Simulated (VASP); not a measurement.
A run of VASP 6.6.1:

INCAR

```
  PREC = Accurate
  ENCUT = 520
  EDIFF = 1E-7
  ISMEAR = 0
  SIGMA = 0.15
  LREAL = False
  LASPH = True
  NELM = 100
  ALGO = Normal
  ISIF = 2
  LWAVE = False
  LCHARG = False
  GGA = PS
  NBANDS = 16
```

File KPOINTS:

```
regular mesh
0
Gamma
  20 20 20
```

File POSCAR:

```
ZrS
1.0
    0.1452979884      2.5830753500      2.5830753500
    2.5830753500      0.1452979884      2.5830753500
    2.7283733384      2.7283733384      0.0000000000
Zr S
1 1
Direct
    0.0000000000      0.0000000000      0.0000000000
    0.5000000000      0.5000000000      0.5000000000
```

Potentials or basis: VASP PAW PBE potentials, release 64 (Zr_sv, S).

Command:

```bash
$ cat potpaw_PBE.64/Zr_sv/POTCAR potpaw_PBE.64/S/POTCAR > POTCAR
$ mpirun -np 1 vasp_std > vasp.out
```

Hardware: 1 thread of Intel(R) Xeon(R) Platinum 8488C (Sapphire Rapids), on a shared host.

Q: Estimate the wall time of this run.

A: It took 6.7 min on 1 thread of Intel(R) Xeon(R) Platinum 8488C (Sapphire Rapids), on a shared host, peak memory 0.69 GiB. Counts: scf iterations 14, k points 1166.
